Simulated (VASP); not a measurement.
# MgO (I4mm) in VASP: single point with r2SCAN

Aim: the single point of MgO with r2SCAN.

Everything below comes from runs of VASP 6.6.1. Logs are shortened: lines on timing, memory, paths and dates and some standing lists are left out, and cuts for length are marked.

## Step 1: The cell of the first run

It takes space group I4mm (No. 107, tetragonal). Conventional cell: a = 2.973 Å, b = 2.973 Å, c = 4.204 Å, α = 90.00°, β = 90.00°, γ = 90.00°. Mg (site symmetry 4mm) has 6 O at 1.95 to 2.25 Å within 2.6 Å. Within 2.6 Å of O (site symmetry 4mm) lie 6 Mg at 1.95 to 2.25 Å.

## Step 2: Single point, r2SCAN (all Mg atoms moved +0.150 Å, as atom 1 along Cartesian [0 1 0])

POSCAR reads:

```
MgO
1.0
    0.0000000000      2.1021086852      2.1021086852
    2.1021086852      0.0000000000      2.1021086852
    2.1021086852      2.1021086852      0.0000000000
Mg O
1 1
Direct
    0.0356784597     -0.0356784597      0.0356784597
    0.5000000000      0.5000000000      0.5000000000
```

INCAR.step1 reads:

```
SYSTEM = MgO
PREC = Accurate
ENCUT = 920
ISMEAR = 0
SIGMA = 0.05
LREAL = .FALSE.
LASPH = .TRUE.
NELM = 120
NBANDS = 15
GGA = PE
ALGO = Normal
EDIFF = 1E-5
LWAVE = .TRUE.
LCHARG = .FALSE.
GGA_COMPAT = .FALSE.
```

INCAR.step2 reads:

```
SYSTEM = MgO
PREC = Accurate
ENCUT = 920
EDIFF = 1E-6
ISMEAR = 0
SIGMA = 0.05
LREAL = .FALSE.
LASPH = .TRUE.
NELM = 120
ALGO = Normal
ISIF = 2
LWAVE = .FALSE.
LCHARG = .FALSE.
METAGGA = R2SCAN
LMIXTAU = .TRUE.
NBANDS = 15
ISTART = 1
GGA_COMPAT = .FALSE.
```

KPOINTS reads:

```
regular mesh
0
G
  10 10 10
  0 0 0
```

Potentials or basis: VASP PAW PBE potentials, release 64 (Mg_sv, O).

Launch:

```console
> cat potpaw_PBE.64/Mg_sv/POTCAR potpaw_PBE.64/O/POTCAR > POTCAR
> cp INCAR.step1 INCAR
> mpirun -np 1 vasp_std > vasp.out
> cp INCAR.step2 INCAR
> mpirun -np 1 vasp_std > vasp.out
```

OUTCAR:

```text
SYSTEM = MgO
   PREC = Accurate
   ENCUT = 920
   EDIFF = 1E-6
   ISMEAR = 0
   LREAL = .FALSE.
   LASPH = .TRUE.
   NELM = 120
   ISIF = 2
   METAGGA = R2SCAN
   ISTART = 1

 ion  position               nearest neighbor table
   1  0.036  0.964  0.036-   2 1.95   2 2.11   2 2.11   2 2.11   2 2.11
   2  0.500  0.500  0.500-   1 1.95   1 2.11   1 2.11   1 2.11   1 2.11

  LATTYP: Found a face centered cubic cell.
 ALAT       =     4.2042173704

  Lattice vectors:

 A1 = (   0.0000000000,   2.1021086852,   2.1021086852)
 A2 = (   2.1021086852,   0.0000000000,   2.1021086852)
 A3 = (   2.1021086852,   2.1021086852,   0.0000000000)

Analysis of symmetry for initial positions (statically):
=====================================================================
 Subroutine PRICEL returns:
 Original cell was already a primitive cell.

 Routine SETGRP: Setting up the symmetry group for a
 face centered cubic supercell.

 Subroutine GETGRP returns: Found  8 space group operations
 (whereof  8 operations were pure point group operations)
 out of a pool of 48 trial point group operations.

The static configuration has the point symmetry C_4v.

Analysis of symmetry for dynamics (positions and initial velocities):
=====================================================================
 Subroutine PRICEL returns:
 Original cell was already a primitive cell.

 Routine SETGRP: Setting up the symmetry group for a
 face centered cubic supercell.

 Subroutine GETGRP returns: Found  8 space group operations
 (whereof  8 operations were pure point group operations)
 out of a pool of 48 trial point group operations.

The dynamic configuration has the point symmetry C_4v.

 Subroutine INISYM returns: Found  8 space group operations
 (whereof  8 operations are pure point group operations),
 and found     1 'primitive' translations

----------------------------------------------------------------------------------------

                                     Primitive cell

  volume of cell :      18.5779

  direct lattice vectors                    reciprocal lattice vectors
     0.000000000  2.102108685  2.102108685    -0.237856398  0.237856398  0.237856398
     2.102108685  0.000000000  2.102108685     0.237856398 -0.237856398  0.237856398
     2.102108685  2.102108685  0.000000000     0.237856398  0.237856398 -0.237856398

  length of vectors
     2.972830612  2.972830612  2.972830612     0.411979366  0.411979366  0.411979366

  position of ions in fractional coordinates (direct lattice)
     0.035678460  0.964321540  0.035678460
     0.500000000  0.500000000  0.500000000

  ion indices of the primitive-cell ions
   primitive index   ion index
                 1           1
                 2           2

----------------------------------------------------------------------------------------

 KPOINTS: regular mesh

Automatic generation of k-mesh.
 Grid dimensions read from file:
 generate k-points for:   10   10   10

 Generating k-lattice:

  Cartesian coordinates                     Fractional coordinates (reciprocal lattice)
    -0.023785640  0.023785640  0.023785640     0.100000000  0.000000000  0.000000000
     0.023785640 -0.023785640  0.023785640     0.000000000  0.100000000  0.000000000
     0.023785640  0.023785640 -0.023785640     0.000000000  0.000000000  0.100000000

  Length of vectors
     0.041197937  0.041197937  0.041197937

  Shift w.r.t. Gamma in fractional coordinates (k-lattice)
     0.000000000  0.000000000  0.000000000

 Subroutine IBZKPT returns following result:
 ===========================================

 Found    102 irreducible k-points:

 Following reciprocal coordinates:
            Coordinates               Weight
  0.000000  0.000000  0.000000      1.000000
  0.100000  0.000000  0.000000      8.000000
  0.200000  0.000000  0.000000      8.000000
  0.300000  0.000000  0.000000      8.000000
  0.400000  0.000000  0.000000      8.000000
  0.500000  0.000000  0.000000      4.000000
[... 16 lines left out ...]
 -0.100000  0.100000  0.000000      8.000000
  0.100000  0.000000 -0.100000      4.000000
 [... further k-points ...]
   k-points           NKPTS =    102   k-points in BZ     NKDIM =    102   number of bands    NBANDS=     15
   number of dos      NEDOS =    301   number of ions     NIONS =      2
   total plane-waves  NPLWV =  27000
   dimension x,y,z NGX =    30 NGY =   30 NGZ =   30
   dimension x,y,z NGXF=    60 NGYF=   60 NGZF=   60
   ions per type =               1   1
   NGX,Y,Z   is equivalent  to a cutoff of  16.78, 16.78, 16.78 a.u.
   NGXF,Y,Z  is equivalent  to a cutoff of  33.55, 33.55, 33.55 a.u.
 SYSTEM =  MgO
   PREC   = accura    normal or accurate (medium, high low for compatibility)
   ISTART =      1    job   : 0-new  1-cont  2-samecut
   ICHARG =      0    charge: 1-file 2-atom 10-const
   ISPIN  =      1    spin polarized calculation?
   LNONCOLLINEAR =      F non collinear calculations
   LSORBIT =      F    spin-orbit coupling
   LASPH  =      T    aspherical Exc in radial PAW
   ENCUT  =  920.0 eV  67.62 Ry    8.22 a.u.   7.35  7.35  7.35*2*pi/ulx,y,z
   NELM   =    120;   NELMIN=  2; NELMDL=  0     # of ELM steps
   EDIFF  = 0.1E-05   stopping-criterion for ELM
   LREAL  =      F    real-space projection
   EDIFFG = 0.1E-04   stopping-criterion for IOM
   NSW    =      0    number of steps for IOM
   IBRION =     -1    ionic relax: 0-MD 1-quasi-New 2-CG
   NFREE  =      0    steps in history (QN), initial steepest desc. (CG)
   ISIF   =      2    stress and relaxation
   ISYM   =      2    0-nonsym 1-usesym 2-fastsym
   POTIM  = 0.5000    time-step for ionic-motion
   TEBEG  =    0.0;   TEEND  =   0.0 temperature during run
   PSTRESS=    0.0 pullay stress
   NELECT =      16.0000    total number of electrons
   NUPDOWN=      -1.0000    fix difference up-down
   EMIN   =  10.00;   EMAX   =-10.00  energy-range for DOS
   EFERMI =   0.00;   METHOD = LEGACY
   ISMEAR =     0;   SIGMA  =   0.05  broadening in eV -4-tet -1-fermi 0-gaus
   EFERMI_NEDOS =   21; number of points for ismear=-14 and -15
   IALGO  =     38    algorithm
   IMIX   =      4    mixing-type and parameters
     AMIX     =   0.40;   BMIX     =  1.00
     AMIX_MAG =   1.60;   BMIX_MAG =  1.00
  volume/ion in A,a.u.               =       9.29        62.68
  Fermi-wavevector in a.u.,A,eV,Ry     =   1.557577  2.943395 33.008382  2.426048
  Thomas-Fermi vector in A             =   2.661207
   LORBIT       =      0    0 simple, 1 ext, 2 COOP (PROOUT), +10 PAW based schemes
   METAGGA = R2SCAN    functional components
   LHFCALC =     F    Hartree Fock is set to
   AEXX    =    0.0000 exact exchange contribution
   IVDW    =     0    specifies the selected vdW correction
   LEPSILON=     F    determine dielectric tensor
   LRPA    =     F    only Hartree local field effects (RPA)
 non-spin polarized calculation
 Gauss-broadening in eV      SIGMA  =   0.05
  energy-cutoff  :      920.00
  volume of cell :       18.58
 maximum number of plane-waves:      1243
 NGX is ok and might be reduce to    30
   NGX = 15   NGY = 15   NGZ = 15

 number of electron      15.9999999 magnetization

 Free energy of the ion-electron system (eV)
  ---------------------------------------------------
  ext. energy  EPLUGINS =         0.00000000
  ---------------------------------------------------
  free energy    TOTEN  =       -16.08386000 eV

  energy without entropy =      -16.08386000  energy(sigma->0) =      -16.08386000

 E-fermi :   2.9180     XC(G=0): -12.0622

 val. band max:        2.5214837908   @ k =   0.0000   0.0000   0.0000
 cond. band min:       8.2129419639   @ k =   0.0000   0.0000   0.0000
 fundamental gap:      5.6914581731
 Fermi energy:         2.9180150002

 k-point     1 :       0.0000    0.0000    0.0000
  band No.  band energies     occupation
      1     -72.3807      2.00000
      2     -37.4685      2.00000
      3     -37.4666      2.00000
      4     -37.4666      2.00000
      5     -15.6820      2.00000
      6       2.4918      2.00000
      7       2.5215      2.00000
      8       2.5215      2.00000
      9       8.2129      0.00000
     10      19.4816      0.00000
     11      19.5279      0.00000
     12      19.5279      0.00000
     13      23.5000      0.00000
     14      25.4090      0.00000
     15      25.4831      0.00000

 k-point     2 :       0.1000    0.0000    0.0000
  band No.  band energies     occupation
      1     -72.3797      2.00000
      2     -37.4760      2.00000
      3     -37.4684      2.00000
      4     -37.4674      2.00000
      5     -15.5747      2.00000
      6       1.8808      2.00000
      7       2.4437      2.00000
      8       2.4536      2.00000
      9       8.8234      0.00000
     10      18.2136      0.00000
     11      19.7542      0.00000
     12      19.7741      0.00000
     13      24.7177      0.00000
     14      24.7666      0.00000
     15      25.2991      0.00000

 k-point     3 :       0.2000    0.0000    0.0000
  band No.  band energies     occupation
      1     -72.3774      2.00000
      2     -37.4981      2.00000
      3     -37.4705      2.00000
      4     -37.4696      2.00000
      5     -15.2810      2.00000
      6       0.5756      2.00000
      7       2.2709      2.00000
      8       2.2813      2.00000
      9      10.0359      0.00000
     10      16.6702      0.00000
     11      20.2407      0.00000
     12      20.2719      0.00000
     13      24.0494      0.00000
     14      24.1539      0.00000
     15      26.5016      0.00000
[... 343 lines left out ...]
 k-point    23 :      -0.1000    0.1000    0.0000
  band No.  band energies     occupation
      1     -72.3784      2.00000
      2     -37.4871      2.00000
      3     -37.4721      2.00000
      4     -37.4681      2.00000
      5     -15.4063      2.00000
      6       1.1786      2.00000
      7       2.1869      2.00000
      8       2.3936      2.00000
      9       9.6203      0.00000
     10      17.1164      0.00000
     11      19.9246      0.00000
     12      20.2082      0.00000
     13      23.5155      0.00000
     14      24.8780      0.00000
     15      26.8701      0.00000

 k-point    24 :       0.1000    0.0000   -0.1000
  band No.  band energies     occupation
      1     -72.3784      2.00000
      2     -37.4860      2.00000
      3     -37.4738      2.00000
      4     -37.4673      2.00000
      5     -15.4067      2.00000
      6       1.1698      2.00000
      7       2.1855      2.00000
      8       2.4023      2.00000
      9       9.6378      0.00000
     10      17.0894      0.00000
     11      19.9584      0.00000
     12      20.1843      0.00000
     13      23.3858      0.00000
     14      24.8894      0.00000
     15      27.0248      0.00000

 [... further k-points ...]

------------------------ aborting loop because EDIFF is reached ----------------------------------------

  FORCE on cell =-STRESS in cart. coord.  units (eV):
  Direction    XX          YY          ZZ          XY          YZ          ZX
  --------------------------------------------------------------------------------------
  -------------------------------------------------------------------------------------
  Total       -0.0067449      1.0040869     -0.0067449     -0.0000000     -0.0000000      0.0000000
  in kB       -0.5816862     86.5937208     -0.5816862     -0.0000000     -0.0000000      0.0000000
  external PRESSURE =      28.4767828 kB  Pullay stress =       0.0000000 kB

 VOLUME and BASIS-vectors are now :
 -----------------------------------------------------------------------------
  energy-cutoff  :      920.00
  volume of cell :       18.58
      direct lattice vectors                 reciprocal lattice vectors
     0.000000000  2.102108685  2.102108685    -0.237856398  0.237856398  0.237856398
     2.102108685  0.000000000  2.102108685     0.237856398 -0.237856398  0.237856398
     2.102108685  2.102108685  0.000000000     0.237856398  0.237856398 -0.237856398

 POSITION                                       TOTAL-FORCE (eV/Angst)
 -----------------------------------------------------------------------------------
      2.10211      0.15000      2.10211         0.000000     -0.994508      0.000000
      2.10211      2.10211      2.10211         0.000000      0.994508      0.000000
 -----------------------------------------------------------------------------------
    total drift:                                0.000000      0.028166      0.000000

  FREE ENERGIE OF THE ION-ELECTRON SYSTEM (eV)
  ---------------------------------------------------
  free  energy   TOTEN  =       -16.0838599983 eV

  energy  without entropy=      -16.0838599983  energy(sigma->0) =      -16.08386000
```

Run time: 3.7 min. Hardware: 1 thread of AMD EPYC 7R13 (Zen 3), shared host; peak memory 0.18 GiB.

What came out:

| Item | Value |
| --- | --- |
| Free energy | -16.0839 eV |
| Pressure | 2.8 GPa |
| Largest force | 0.995 eV/Å |
| Band gap on the k mesh | 5.69 eV |

Forces on the atoms (eV/Å):
```
Mg   0.000 -0.995  0.000
O    0.000  0.995  0.000
```

Stress tensor (GPa, compression positive):
```
-0.06  0.00  0.00
 0.00  8.66  0.00
 0.00  0.00 -0.06
```

Levels at points of the mesh, in eV from the valence-band top:
```tsv
k point	band 6	band 7	band 8	band 9	band 10	band 11
(0.00, 0.00, 0.00)	-0.03	0.00	0.00	5.69	16.96	17.01
(0.50, 0.00, 0.00)	-4.60	-0.67	-0.66	8.88	13.81	17.56
(0.50, 0.50, 0.00)	-4.08	-1.38	-1.36	10.14	11.10	14.41
(0.50, 0.00, 0.50)	-4.05	-1.35	-1.35	10.07	11.05	14.42
```

Caveat: the cell differs from its parent crystal (all Mg atoms moved +0.150 Å, as atom 1 along Cartesian [0 1 0]); the stress differs along the axes, from -0 to 9 GPa; the PAW data sets were made with another functional, which shifts forces and pressure a little.
